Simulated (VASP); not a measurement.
# WSeS (l.B) in VASP: further runs

The runs below take WSeS (l.B) through single point, with LDA.

All numbers are computed with VASP 6.6.1; they aren't measurements. Logs are shortened: lines on timing, memory, paths and dates and some standing lists are left out, and cuts for length are marked.

## (1) The cell of the first run

The cell holds a sheet with vacuum, 3 atoms: a = 3.240 Å, b = 3.240 Å, c = 17.200 Å, α = 90.00°, β = 90.00°, γ = 120.00°.

## (2) Single point, LDA

Contents of INCAR:

```
PREC = Accurate
ENCUT = 400
EDIFF = 1E-6
ISMEAR = 0
SIGMA = 0.03
LREAL = False
LASPH = True
NELM = 120
ALGO = Normal
ISIF = 2
LWAVE = False
LCHARG = True
LDIPOL = True
IDIPOL = 3
DIPOL = 0.5 0.5 0.499
GGA = CA
LELF = True
LVHAR = True
LVACPOTAV = True
NBANDS = 20
GGA_COMPAT = False
NELMDL = -8
```

Contents of KPOINTS:

```
Automatic mesh
0
Gamma
  12 12 1
```

Contents of POSCAR:

```
WSeS
1.0
    3.2400000000      0.0000000000      0.0000000000
   -1.6200000000      2.8059223083      0.0000000000
    0.0000000000      0.0000000000     17.2000000000
S W Se
1 1 1
Direct
    0.6666670000      0.3333330000      0.4069767442
    0.3333330000      0.6666670000      0.4959302326
    0.6666670000      0.3333330000      0.5930232558
```

Potentials or basis: VASP PAW LDA potentials, release 64 (S, W_sv, Se).

On the command line:

```console
$ cat potpaw_LDA.64/S/POTCAR potpaw_LDA.64/W_sv/POTCAR potpaw_LDA.64/Se/POTCAR > POTCAR
$ mpirun -np 1 vasp_std > vasp.out
```

OUTCAR:

```text
PREC = Accurate
   ENCUT = 400
   EDIFF = 1E-6
   ISMEAR = 0
   LREAL = False
   LASPH = True
   NELM = 120
   ISIF = 2
   GGA = CA
   NELMDL = -8

 ion  position               nearest neighbor table
   1  0.667  0.333  0.407-   2 2.42   2 2.42   2 2.42
   2  0.333  0.667  0.496-   1 2.42   1 2.42   1 2.42   3 2.51   3 2.51   3 2.51
   3  0.667  0.333  0.593-   2 2.51   2 2.51   2 2.51

  LATTYP: Found a hexagonal cell.
 ALAT       =     3.2400000000
 C/A-ratio  =     5.3086419753

  Lattice vectors:

 A1 = (   3.2400000000,   0.0000000000,   0.0000000000)
 A2 = (  -1.6200000000,   2.8059223083,   0.0000000000)
 A3 = (   0.0000000000,   0.0000000000,  17.2000000000)

Analysis of symmetry for initial positions (statically):
=====================================================================
 Subroutine PRICEL returns:
 Original cell was already a primitive cell.

 Routine SETGRP: Setting up the symmetry group for a
 hexagonal supercell.

 Subroutine GETGRP returns: Found  6 space group operations
 (whereof  6 operations were pure point group operations)
 out of a pool of 24 trial point group operations.

The static configuration has the point symmetry C_3v.

Analysis of symmetry for dynamics (positions and initial velocities):
=====================================================================
 Subroutine PRICEL returns:
 Original cell was already a primitive cell.

 Routine SETGRP: Setting up the symmetry group for a
 hexagonal supercell.

 Subroutine GETGRP returns: Found  6 space group operations
 (whereof  6 operations were pure point group operations)
 out of a pool of 24 trial point group operations.

The dynamic configuration has the point symmetry C_3v.

 Subroutine INISYM returns: Found  6 space group operations
 (whereof  6 operations are pure point group operations),
 and found     1 'primitive' translations

----------------------------------------------------------------------------------------

                                     Primitive cell

  volume of cell :     156.3684

  direct lattice vectors                    reciprocal lattice vectors
     3.240000000  0.000000000  0.000000000     0.308641975  0.178194528  0.000000000
    -1.620000000  2.805922308  0.000000000     0.000000000  0.356389055  0.000000000
     0.000000000  0.000000000 17.200000000     0.000000000  0.000000000  0.058139535

  length of vectors
     3.240000000  3.240000000 17.200000000     0.356389055  0.356389055  0.058139535

  position of ions in fractional coordinates (direct lattice)
     0.666667000  0.333333000  0.406976744
     0.333333000  0.666667000  0.495930233
     0.666667000  0.333333000  0.593023256

  ion indices of the primitive-cell ions
   primitive index   ion index
                 1           1
                 2           2
                 3           3

----------------------------------------------------------------------------------------

 KPOINTS: Automatic mesh

Automatic generation of k-mesh.
 Grid dimensions read from file:
 generate k-points for:   12   12    1

 Generating k-lattice:

  Cartesian coordinates                     Fractional coordinates (reciprocal lattice)
     0.025720165  0.014849544  0.000000000     0.083333333  0.000000000  0.000000000
     0.000000000  0.029699088  0.000000000     0.000000000  0.083333333  0.000000000
     0.000000000  0.000000000  0.058139535     0.000000000  0.000000000  1.000000000

  Length of vectors
     0.029699088  0.029699088  0.058139535

  Shift w.r.t. Gamma in fractional coordinates (k-lattice)
     0.000000000  0.000000000  0.000000000

 Subroutine IBZKPT returns following result:
 ===========================================

 Found     19 irreducible k-points:

 Following reciprocal coordinates:
            Coordinates               Weight
  0.000000  0.000000  0.000000      1.000000
  0.083333  0.000000  0.000000      6.000000
  0.166667  0.000000  0.000000      6.000000
  0.250000  0.000000  0.000000      6.000000
  0.333333  0.000000  0.000000      6.000000
  0.416667  0.000000  0.000000      6.000000
[... 11 lines left out ...]
  0.333333  0.250000  0.000000     12.000000
  0.333333  0.333333  0.000000      2.000000
   k-points           NKPTS =     19   k-points in BZ     NKDIM =     19   number of bands    NBANDS=     20
   number of dos      NEDOS =    301   number of ions     NIONS =      3
   total plane-waves  NPLWV =  64512
   dimension x,y,z NGX =    24 NGY =   24 NGZ =  112
   dimension x,y,z NGXF=    48 NGYF=   48 NGZF=  224
   ions per type =               1   1   1
   NGX,Y,Z   is equivalent  to a cutoff of  12.31, 12.31, 10.83 a.u.
   NGXF,Y,Z  is equivalent  to a cutoff of  24.63, 24.63, 21.65 a.u.
 SYSTEM =  unknown system
   PREC   = accura    normal or accurate (medium, high low for compatibility)
   ISTART =      0    job   : 0-new  1-cont  2-samecut
   ICHARG =      2    charge: 1-file 2-atom 10-const
   ISPIN  =      1    spin polarized calculation?
   LNONCOLLINEAR =      F non collinear calculations
   LSORBIT =      F    spin-orbit coupling
   LASPH  =      T    aspherical Exc in radial PAW
   ENCUT  =  400.0 eV  29.40 Ry    5.42 a.u.   5.28  5.28 28.05*2*pi/ulx,y,z
   NELM   =    120;   NELMIN=  2; NELMDL= -8     # of ELM steps
   EDIFF  = 0.1E-05   stopping-criterion for ELM
   LREAL  =      F    real-space projection
   EDIFFG = 0.1E-04   stopping-criterion for IOM
   NSW    =      0    number of steps for IOM
   IBRION =     -1    ionic relax: 0-MD 1-quasi-New 2-CG
   NFREE  =      0    steps in history (QN), initial steepest desc. (CG)
   ISIF   =      2    stress and relaxation
   ISYM   =      2    0-nonsym 1-usesym 2-fastsym
   POTIM  = 0.5000    time-step for ionic-motion
   TEBEG  =    0.0;   TEEND  =   0.0 temperature during run
   PSTRESS=    0.0 pullay stress
   NELECT =      26.0000    total number of electrons
   NUPDOWN=      -1.0000    fix difference up-down
   EMIN   =  10.00;   EMAX   =-10.00  energy-range for DOS
   EFERMI =   0.00;   METHOD = LEGACY
   ISMEAR =     0;   SIGMA  =   0.03  broadening in eV -4-tet -1-fermi 0-gaus
   EFERMI_NEDOS =   21; number of points for ismear=-14 and -15
   IALGO  =     38    algorithm
   IMIX   =      4    mixing-type and parameters
     AMIX     =   0.40;   BMIX     =  1.00
     AMIX_MAG =   1.60;   BMIX_MAG =  1.00
  volume/ion in A,a.u.               =      52.12       351.74
  Fermi-wavevector in a.u.,A,eV,Ry     =   0.900222  1.701173 11.026155  0.810399
  Thomas-Fermi vector in A             =   2.023153
   LORBIT       =      0    0 simple, 1 ext, 2 COOP (PROOUT), +10 PAW based schemes
   GGA     = CA    functional components
   LHFCALC =     F    Hartree Fock is set to
   AEXX    =    0.0000 exact exchange contribution
   IVDW    =     0    specifies the selected vdW correction
   LEPSILON=     F    determine dielectric tensor
   LRPA    =     F    only Hartree local field effects (RPA)
 non-spin polarized calculation
 Gauss-broadening in eV      SIGMA  =   0.03
  energy-cutoff  :      400.00
  volume of cell :      156.37
 maximum number of plane-waves:      2861
 NGX is ok and might be reduce to    24
   NGX = 11   NGY = 11   NGZ = 57

 dipolmoment           0.000000      0.000000      0.000004 electrons x Angstroem

 number of electron      26.0000006 magnetization

 dipolmoment           0.000000      0.000000     -0.032063 electrons x Angstroem

 Free energy of the ion-electron system (eV)
  ---------------------------------------------------
  ext. energy  EPLUGINS =         0.00000000
  ---------------------------------------------------
  free energy    TOTEN  =       -25.08291624 eV

  energy without entropy =      -25.08291624  energy(sigma->0) =      -25.08291624

 E-fermi :  -1.1030     XC(G=0):  -4.6462

 val. band max:       -1.3712753961   @ k =   0.3333   0.3333   0.0000
 cond. band min:       0.2980822780   @ k =   0.3333   0.3333   0.0000
 fundamental gap:      1.6693576741
 Fermi energy:        -1.1029860781

 k-point     1 :       0.0000    0.0000    0.0000
  band No.  band energies     occupation
      1     -74.8752      2.00000
      2     -39.3884      2.00000
      3     -39.2446      2.00000
      4     -39.2446      2.00000
      5     -16.1683      2.00000
      6     -14.5256      2.00000
[... 12 lines left out ...]
     19       4.0611      0.00000
     20       4.3449      0.00000

 k-point     2 :       0.0833    0.0000    0.0000
  band No.  band energies     occupation
      1     -74.8743      2.00000
      2     -39.3848      2.00000
      3     -39.2640      2.00000
      4     -39.2492      2.00000
      5     -16.0589      2.00000
      6     -14.4786      2.00000
[... 12 lines left out ...]
     19       4.3608      0.00000
     20       4.5503      0.00000

 k-point     3 :       0.1667    0.0000    0.0000
  band No.  band energies     occupation
      1     -74.8719      2.00000
      2     -39.3749      2.00000
      3     -39.3167      2.00000
      4     -39.2615      2.00000
      5     -15.7463      2.00000
      6     -14.3450      2.00000
[... 12 lines left out ...]
     19       4.8080      0.00000
     20       5.2844      0.00000

 k-point     4 :       0.2500    0.0000    0.0000
  band No.  band energies     occupation
      1     -74.8685      2.00000
      2     -39.3879      2.00000
      3     -39.3614      2.00000
      4     -39.2782      2.00000
      5     -15.2793      2.00000
      6     -14.1478      2.00000
[... 314 lines left out ...]
 k-point    18 :       0.3333    0.2500    0.0000
  band No.  band energies     occupation
      1     -74.8605      2.00000
      2     -39.4791      2.00000
      3     -39.3934      2.00000
      4     -39.3294      2.00000
      5     -13.9134      2.00000
      6     -13.5384      2.00000
[... 12 lines left out ...]
     19       6.1388      0.00000
     20       7.4551      0.00000

 k-point    19 :       0.3333    0.3333    0.0000
  band No.  band energies     occupation
      1     -74.8601      2.00000
      2     -39.4573      2.00000
      3     -39.4270      2.00000
      4     -39.3276      2.00000
      5     -13.8283      2.00000
      6     -13.4888      2.00000
[... 12 lines left out ...]
     19       5.4481      0.00000
     20       7.7133      0.00000

------------------------ aborting loop because EDIFF is reached ----------------------------------------

  FORCE on cell =-STRESS in cart. coord.  units (eV):
  Direction    XX          YY          ZZ          XY          YZ          ZX
  --------------------------------------------------------------------------------------
  -------------------------------------------------------------------------------------
  Total       -1.5641535     -1.5641535     -0.2247715      0.0000000      0.0000000      0.0000000
  in kB      -16.0265798    -16.0265798     -2.3030467      0.0000000      0.0000000      0.0000000
  external PRESSURE =     -11.4520688 kB  Pullay stress =       0.0000000 kB

 VOLUME and BASIS-vectors are now :
 -----------------------------------------------------------------------------
  energy-cutoff  :      400.00
  volume of cell :      156.37
      direct lattice vectors                 reciprocal lattice vectors
     3.240000000  0.000000000  0.000000000     0.308641975  0.178194528  0.000000000
    -1.620000000  2.805922308  0.000000000     0.000000000  0.356389055  0.000000000
     0.000000000  0.000000000 17.200000000     0.000000000  0.000000000  0.058139535

 POSITION                                       TOTAL-FORCE (eV/Angst)
 -----------------------------------------------------------------------------------
      1.62000      0.93531      7.00000        -0.000000     -0.000000      0.339102
     -0.00000      1.87062      8.53000         0.000000      0.000000     -0.530181
      1.62000      0.93531     10.20000        -0.000000     -0.000000      0.191079
 -----------------------------------------------------------------------------------
    total drift:                                0.000462     -0.000267     -0.000379

  FREE ENERGIE OF THE ION-ELECTRON SYSTEM (eV)
  ---------------------------------------------------
  free  energy   TOTEN  =       -25.0829162412 eV

  energy  without entropy=      -25.0829162412  energy(sigma->0) =      -25.08291624

 vacuum level on the upper side and lower side of the slab         4.042         4.680
```

It took 94 s on 1 thread of Intel Xeon 8259CL, shared host; peak memory 0.22 GiB.

What came out:

| Quantity | Value |
| --- | --- |
| Free energy | -25.0829 eV |
| Largest force | 0.530 eV/Å |
| Band gap on the k mesh | 1.67 eV, direct |

Forces in eV/Å, atoms in the order of the input:
```
S    0.000  0.000  0.339
W    0.000  0.000 -0.530
Se   0.000  0.000  0.191
```

Caveat: spin-orbit coupling is left out, which moves the levels of the heavy elements.

## (3) Single point, LDA

This run uses another cell than the first one, of 88.47 Å³/atom, 1.697 times its volume.

Contents of INCAR:

```
PREC = Accurate
ENCUT = 400
EDIFF = 1E-6
ISMEAR = 0
SIGMA = 0.03
LREAL = False
LASPH = True
NELM = 120
ALGO = Normal
ISIF = 2
LWAVE = False
LCHARG = False
LDIPOL = True
IDIPOL = 3
DIPOL = 0.5 0.5 0.284
GGA = CA
NBANDS = 20
GGA_COMPAT = False
NELMDL = -8
```

Contents of KPOINTS:

```
regular mesh
0
Gamma
  12 12 1
```

Contents of POSCAR:

```
WSeS
1.0
    3.1856141594      0.0000000000      0.0000000000
   -1.5928070797      2.7588227887      0.0000000000
    0.0000000000      0.0000000000     30.1999999990
S W Se
1 1 1
Direct
    0.6666666667      0.3333333333      0.2315418581
    0.3333333333      0.6666666667      0.2821058819
    0.6666666667      0.3333333333      0.3383390150
```

Potentials or basis: VASP PAW LDA potentials, release 64 (S, W_sv, Se).

On the command line:

```console
$ cat potpaw_LDA.64/S/POTCAR potpaw_LDA.64/W_sv/POTCAR potpaw_LDA.64/Se/POTCAR > POTCAR
$ mpirun -np 1 vasp_std > vasp.out
```

OUTCAR:

```text
PREC = Accurate
   ENCUT = 400
   EDIFF = 1E-6
   ISMEAR = 0
   LREAL = False
   LASPH = True
   NELM = 120
   ISIF = 2
   GGA = CA
   NELMDL = -8

 ion  position               nearest neighbor table
   1  0.667  0.333  0.232-   2 2.39   2 2.39   2 2.39
   2  0.333  0.667  0.282-   1 2.39   1 2.39   1 2.39   3 2.50   3 2.50   3 2.50
   3  0.667  0.333  0.338-   2 2.50   2 2.50   2 2.50

  LATTYP: Found a hexagonal cell.
 ALAT       =     3.1856141594
 C/A-ratio  =     9.4801185856

  Lattice vectors:

 A1 = (   3.1856141594,   0.0000000000,   0.0000000000)
 A2 = (  -1.5928070797,   2.7588227887,   0.0000000000)
 A3 = (   0.0000000000,   0.0000000000,  30.1999999990)

Analysis of symmetry for initial positions (statically):
=====================================================================
 Subroutine PRICEL returns:
 Original cell was already a primitive cell.

 Routine SETGRP: Setting up the symmetry group for a
 hexagonal supercell.

 Subroutine GETGRP returns: Found  6 space group operations
 (whereof  6 operations were pure point group operations)
 out of a pool of 24 trial point group operations.

The static configuration has the point symmetry C_3v.

Analysis of symmetry for dynamics (positions and initial velocities):
[... 165 lines left out ...]
 k-point     1 :       0.0000    0.0000    0.0000
  band No.  band energies     occupation
      1     -76.5523      2.00000
      2     -41.1115      2.00000
      3     -40.9087      2.00000
      4     -40.9087      2.00000
      5     -18.0984      2.00000
      6     -16.4641      2.00000
[... 426 lines left out ...]
     19       3.8612      0.00000
     20       6.0040      0.00000

------------------------ aborting loop because EDIFF is reached ----------------------------------------

 vacuum level on the upper side and lower side of the slab       (xc-potential included)        -0.338         0.323

  FORCE on cell =-STRESS in cart. coord.  units (eV):
  Direction    XX          YY          ZZ          XY          YZ          ZX
  --------------------------------------------------------------------------------------
  -------------------------------------------------------------------------------------
  Total        0.1888691      0.1888691      0.2295988     -0.0000000      0.0000000      0.0000000
  in kB        1.1401119      1.1401119      1.3859778     -0.0000000      0.0000000      0.0000000
  external PRESSURE =       1.2220672 kB  Pullay stress =       0.0000000 kB

 VOLUME and BASIS-vectors are now :
 -----------------------------------------------------------------------------
  energy-cutoff  :      400.00
  volume of cell :      265.41
      direct lattice vectors                 reciprocal lattice vectors
     3.185614159  0.000000000  0.000000000     0.313911211  0.181236722  0.000000000
    -1.592807080  2.758822789  0.000000000     0.000000000  0.362473445  0.000000000
     0.000000000  0.000000000 30.199999999     0.000000000  0.000000000  0.033112583

 POSITION                                       TOTAL-FORCE (eV/Angst)
 -----------------------------------------------------------------------------------
      1.59281      0.91961      6.99256         0.000000     -0.000000     -0.047814
     -0.00000      1.83922      8.51960        -0.000000      0.000000     -0.059778
      1.59281      0.91961     10.21784         0.000000      0.000000      0.107592
 -----------------------------------------------------------------------------------
    total drift:                               -0.000000      0.000000     -0.000258

  FREE ENERGIE OF THE ION-ELECTRON SYSTEM (eV)
  ---------------------------------------------------
  free  energy   TOTEN  =       -25.1099837018 eV

  energy  without entropy=      -25.1099837018  energy(sigma->0) =      -25.10998370

 vacuum level on the upper side and lower side of the slab         2.210         2.885
```

stdout:

```text
POSCAR found type information on POSCAR S W Se
 POSCAR found :  3 types and       3 ions
 scaLAPACK will be used
 LDA part: xc-table for (Slater(with rela. corr.)+CA(PZ))
 , standard interpolation
 POSCAR, INCAR and KPOINTS ok, starting setup
 FFT: planning ... GRIDC
 FFT: planning ... GRID_SOFT
 FFT: planning ... GRID
 WAVECAR not read
 entering main loop
```

It took 3.8 min on 1 thread of Intel Xeon 8259CL, shared host; peak memory 0.3 GiB.

Results:

- Free energy: -25.1100 eV
- Largest force: 0.108 eV/Å
- Band gap on the k mesh: 1.84 eV, indirect (least direct gap 1.89 eV)

Forces in eV/Å, atoms in the order of the input:
```
S    0.000  0.000 -0.048
W    0.000  0.000 -0.060
Se   0.000  0.000  0.108
```

Levels at points of the mesh, in eV from the valence-band top:
```csv
k point,band 11,band 12,band 13,band 14,band 15,band 16
"(0.00, 0.00, 0.00)",-1.21,-1.21,-0.17,3.11,3.11,3.41
"(0.50, 0.00, 0.00)",-2.15,-0.90,-0.87,2.86,3.13,3.97
```

Caveat: spin-orbit coupling is left out, which moves the levels of the heavy elements.
